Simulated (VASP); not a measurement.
Input of a VASP 6.6.1 run:

File INCAR:

```
PREC = Accurate ; ENCUT = 520
EDIFF = 1E-6 ; ISMEAR = 1
SIGMA = 0.02 ; LREAL = F
LASPH = T ; NELM = 80
ALGO = Normal ; ISIF = 2
LWAVE = F ; LCHARG = F
GGA = PE ; NBANDS = 13
```

The input KPOINTS:

```
regular mesh
0
Gamma
  11 11 11
```

The input POSCAR:

```
Mo
1.0
   -1.5808191486      1.5808191486      1.5808191486
    1.5808191486     -1.5808191486      1.5808191486
    1.5808191486      1.5808191486     -1.5808191486
Mo
1
Direct
    0.0000000000      0.0000000000      0.0000000000
```

Potentials or basis: VASP PAW PBE potentials, release 64 (Mo_sv).

The run is started by

```console
$ cat potpaw_PBE.64/Mo_sv/POTCAR > POTCAR
$ mpirun -np 1 vasp_std > vasp.out
```

Problem. What does it give for the band gap on the k mesh?

Solution. Zero (bands 7 and 8 overlap by 4.76 eV).

Problem. Estimate the pressure.

Solution. 0.6 GPa.
